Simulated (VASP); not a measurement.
Input of a VASP 6.6.1 run:

The input INCAR:

```
ALGO = Normal
EDIFF = 1E-6
ENCUT = 520
GGA = PE
ISIF = 2
ISMEAR = 0
LASPH = True
LCHARG = True
LELF = True
LREAL = False
LVHAR = True
LWAVE = False
NBANDS = 23
NELM = 80
PREC = Accurate
SIGMA = 0.1
```

The input KPOINTS:

```
k-points
0
Gamma
  6 6 12
```

The input POSCAR:

```
Si4Ru
1.0
    5.4455885386      0.0000000000      0.0000000000
    0.0000000000      5.4455885386      0.0000000000
    0.0000000000      0.0000000000      2.8981910472
Si Ru
4 1
Direct
    0.2721990251      0.7278009749      0.5000000000
    0.7278009749      0.2721990251      0.5000000000
    0.2721990251      0.2721990251      0.5000000000
    0.7278009749      0.7278009749      0.5000000000
    0.0000000000      0.0000000000      0.0000000000
```

Potentials or basis: VASP PAW PBE potentials, release 64 (Si, Ru_pv).

Command:

```sh
$ cat potpaw_PBE.64/Si/POTCAR potpaw_PBE.64/Ru_pv/POTCAR > POTCAR
$ mpirun -np 1 vasp_std > vasp.out
```

(1) Predict the pressure.

(2) Predict the band gap on the k mesh.

Answers

(1) -11.4 GPa.

(2) zero (band 15 reaches 8.31 eV, above the bottom of band 16 at 7.38 eV).
